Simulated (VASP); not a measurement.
Input of a VASP 6.6.1 run:

File INCAR:

```
SYSTEM = Al
ALGO     = Normal         ! electronic algorithm
EDIFF    = 1E-6           ! SCF threshold, eV
ENCUT    = 520            ! plane-wave cutoff, eV
GGA      = CA             ! functional
ISIF     = 2              ! what is computed and relaxed
ISMEAR   = -1             ! smearing method
LASPH    = .True.         ! aspherical terms in the spheres
LCHARG   = .True.         ! write CHGCAR
LELF     = .True.         ! ELF
LREAL    = .False.        ! projectors in reciprocal space
LVHAR    = .True.       
LWAVE    = .False.        ! write WAVECAR
NBANDS   = 14             ! bands
NELM     = 60             ! most SCF steps
PREC     = Accurate       ! precision mode
SIGMA    = 0.15           ! smearing width, eV
```

Contents of KPOINTS:

```
k-points
0
Gamma
  9 9 3
  0 0 0
```

The input POSCAR:

```
Al
1.0
    2.8081027572      0.0000000000      0.0000000000
   -1.4040518752      2.4318888203      0.0000000000
    0.0000000000      0.0000000000      9.1243401826
Al
4
Direct
    0.0000000000      0.0000000000      0.0000000000
    0.3333333333      0.6666666667      0.2500000000
    0.0000000000      0.0000000000      0.5000000000
    0.6666666667      0.3333333333      0.7500000000
```

Potentials or basis: VASP PAW LDA potentials, release 64 (Al).

Launch:

```bash
$ cat potpaw_LDA.64/Al/POTCAR > POTCAR
$ mpirun -np 1 vasp_std > vasp.out
```

**Question.** Estimate the band gap on the k mesh.

**Answer.** Zero (band 6 reaches 12.47 eV, above the bottom of band 7 at 7.02 eV).

**Question.** Estimate the pressure.

**Answer.** 1.6 GPa.

Stress tensor (GPa, compression positive):
```
0.85 0.00 0.00
0.00 0.85 0.00
0.00 0.00 3.02
```
